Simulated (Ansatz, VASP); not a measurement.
## ZrB4C: VASP beside Ansatz

INCAR

```
PREC = Accurate ; ENCUT = 600
EDIFF = 1E-6 ; ISMEAR = 0
SIGMA = 0.1 ; LREAL = F
LASPH = T ; NELM = 120
ALGO = Normal ; ISIF = 2
LWAVE = F ; LCHARG = F
GGA = PE ; NBANDS = 23
GGA_COMPAT = F
```

File KPOINTS:

```
regular mesh
0
Gamma
  12 10 10
```

The input POSCAR:

```
ZrB4C
1.0
    3.0579403146      0.0000000000      0.0000000000
    0.0000000000      2.3472123982      3.6770077590
    0.0000000000     -2.3472123982      3.6770077590
Zr B C
1 4 1
Direct
    0.5000000000      0.4297744817      0.4297744817
    0.0000000000      0.8937103466      0.8937103466
    0.0000000000      0.9124030914      0.2987438748
    0.0000000000      0.2987438748      0.9124030914
    0.5000000000      0.0382131780      0.0382131780
    0.0000000000      0.6830559975      0.6830559975
```

Input for Ansatz:

```yaml
crystal:
  lattice:
    - [3.0579403146, 0.0, 0.0]
    - [0.0, 2.3472123982, 3.677007759]
    - [0.0, -2.3472123982, 3.677007759]
  atoms:
    - { symbol: Zr, position: [0.5, 0.4297744817, 0.4297744817] }
    - { symbol: B, position: [0.0, 0.8937103466, 0.8937103466] }
    - { symbol: B, position: [0.0, 0.9124030914, 0.2987438748] }
    - { symbol: B, position: [0.0, 0.2987438748, 0.9124030914] }
    - { symbol: B, position: [0.5, 0.038213178, 0.038213178] }
    - { symbol: C, position: [0.0, 0.6830559975, 0.6830559975] }
basis:
  ecutwfc: 420
kpoints:
  mp_grid: { grid: [12, 10, 10] }
hamiltonian:
  xc: pbe
scf:
  occupations: { method: gaussian, width: 0.1 }
  n_extra_bands: 16
output:
  forces: true
  eigenvalues: true
  stress: true
```

Alike in both runs: task single point; functional PBE; k mesh 12 × 10 × 10; occupations gaussian, width 0.1 eV; no spin polarisation.

|  | VASP | Ansatz |
| --- | --- | --- |
| version | VASP 6.6.1 | Ansatz 0.2.0 |
| potentials or method | VASP PAW PBE potentials, release 64 (Zr_sv, B, C), cutoff 600 eV | scalar-relativistic, plane waves, PAW |
| valence electrons in the cell | 28 | 28 |

```tsv
	VASP	Ansatz	Ansatz less VASP
gap on the k mesh at the Fermi level (eV)	none	none	-
pressure (GPa)	0.1	0.0	-0.04
rms of the force components (eV/Å)	0.007	0.001	-0.0061
```

Atom by atom the forces differ by 0.007 eV/Å (rms over components). A gap of «none» marks a metal or a gap that the smearing closes. With one functional, cell and mesh, what is left measures potentials, basis and numerics.
